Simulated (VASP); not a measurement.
## CoAu: relaxation of cell and atoms with PBE

The system is CoAu.

```
CELL_PARAMETERS angstrom
0.00000 2.81838 2.81838
2.81838 0.00000 2.81838
2.81838 2.81838 0.00000
ATOMIC_POSITIONS crystal
Co 0.00000 0.00000 0.00000
Au 0.25000 0.25000 0.25000
```

- Program: VASP 6.6.1
- Task: relaxation of cell and atoms
- Functional: PBE
- Potentials or basis: VASP PAW PBE potentials, release 64 (Co, Au)
- Cutoff: 600 eV
- k mesh: 18 × 18 × 18
- Occupations: gaussian, width 0.1 eV
- Spin: collinear spin, ferromagnetic start
- Starting moments: [2.23, 0.25] μB
- Dipole correction: no
- Further INCAR settings: ALGO = Normal; EDIFF = 1e-07; IBRION = 2; EDIFFG = -0.01; NSW = 100; ISIF = 3

| Property | Result |
| --- | --- |
| Relaxed volume | 22.28 Å³/atom |
| Relaxed cell | a = 3.979 Å, b = 3.979 Å, c = 3.979 Å, α = 60.00°, β = 60.00°, γ = 60.00° |
| Space group after relaxing (to 0.1 Å) | F-43m (No. 216) |
| Energy gained by relaxing | 0.1 meV/atom |
| Ionic steps | 3 |
| Pressure after relaxing | 0.0 GPa |
| Net moment | 2.19 μB per cell |
| Site moments | Co +2.01; Au +0.19 μB |
| Valence electrons inside the program's atomic spheres | Co 7.97; Au 9.72 |

The path:
```tsv
step	energy change (eV)	largest force (eV/Å)	pressure (GPa)	volume (Å³)
1	0.0000	0.0000	-0.33	44.77
2	-0.0002	0.0000	0.13	44.48
3	-0.0002	0.0000	0.02	44.55
```

Final structure:
```cif
data_structure
_symmetry_space_group_name_H-M 'P 1'
_symmetry_Int_Tables_number 1
_cell_length_a 3.9791
_cell_length_b 3.9791
_cell_length_c 3.9791
_cell_angle_alpha 60.000
_cell_angle_beta 60.000
_cell_angle_gamma 60.000
_cell_volume 44.55
loop_
_atom_site_label
_atom_site_type_symbol
_atom_site_fract_x
_atom_site_fract_y
_atom_site_fract_z
_atom_site_occupancy
Co1 Co 0.00000 0.00000 0.00000 1
Au1 Au 0.25000 0.25000 0.25000 1
```

Levels at points of the mesh, in eV from the Fermi level:
Spin up:
| k point | band 7 | band 8 | band 9 | band 10 | band 11 | band 12 | band 13 | band 14 | band 15 |
| --- | --- | --- | --- | --- | --- | --- | --- | --- | --- |
| (0.00, 0.00, 0.00) | -2.44 | -2.44 | -2.44 | -1.41 | -1.41 | 9.76 | 9.76 | 9.76 | 10.86 |
| (0.50, 0.00, 0.00) | -2.04 | -2.04 | -1.71 | -1.71 | -1.68 | -0.67 | 6.86 | 6.86 | 9.81 |
| (0.50, 0.50, 0.00) | -2.73 | -2.18 | -1.64 | -1.64 | -0.33 | 0.28 | 3.39 | 3.39 | 7.60 |
Spin down:
| k point | band 5 | band 6 | band 7 | band 8 | band 9 | band 10 | band 11 | band 12 | band 13 | band 14 |
| --- | --- | --- | --- | --- | --- | --- | --- | --- | --- | --- |
| (0.00, 0.00, 0.00) | -4.39 | -4.39 | -0.52 | -0.52 | -0.52 | 0.07 | 0.07 | 10.04 | 10.04 | 10.04 |
| (0.50, 0.00, 0.00) | -4.17 | -3.49 | -1.54 | -0.52 | -0.52 | 0.15 | 0.15 | 0.83 | 7.09 | 7.09 |
| (0.50, 0.50, 0.00) | -3.78 | -2.92 | -1.86 | -0.56 | 0.31 | 0.31 | 0.89 | 1.16 | 3.47 | 3.47 |

Wall time 15 min on 1 thread of Oxide Virtual Turin-like Processor, on a shared host, peak memory 0.39 GiB.

Caveat: spin-orbit coupling is left out, which moves the levels of the heavy elements.
